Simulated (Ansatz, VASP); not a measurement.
# InSe: VASP beside Ansatz

```
CELL_PARAMETERS angstrom
2.03923 1.17735 8.60553
-2.03923 1.17735 8.60553
0.00000 -2.35469 8.60553
ATOMIC_POSITIONS crystal
In 0.88860 0.88860 0.88860
In 0.00000 0.00000 0.00000
Se 0.17190 0.17190 0.17190
Se 0.38350 0.38350 0.38350
```

Change from the starting cell: volume scaled by 1.06.

Alike in both runs: task single point; functional PBE; k mesh 8 × 8 × 8; occupations fermi-dirac, width 0.05 eV; no spin polarisation.

```csv
,VASP,Ansatz
version,VASP 6.6.1,Ansatz 0.2.0
potentials or method,"VASP PAW PBE potentials, release 64 (In_d, Se), cutoff 520 eV","all-electron LAPW, scalar-relativistic"
```

Ansatz gave:

- gap on the k mesh at the Fermi level (eV): 0.30
- least direct gap on the mesh (eV): 0.30
- pressure (GPa): -0.1
- traceless stress, the component that is largest in VASP (GPa): -0.58
- rms of the force components (eV/Å): 0.086

Q: What did VASP give for the same quantities?

A: gap on the k mesh at the Fermi level (eV): 0.29; least direct gap on the mesh (eV): 0.29; pressure (GPa): -0.1; traceless stress, the component that is largest in VASP (GPa): -0.58; rms of the force components (eV/Å): 0.085.

Atom by atom the forces differ by 0.007 eV/Å (rms over components). Ansatz ran all-electron here, and VASP with PAW potentials.
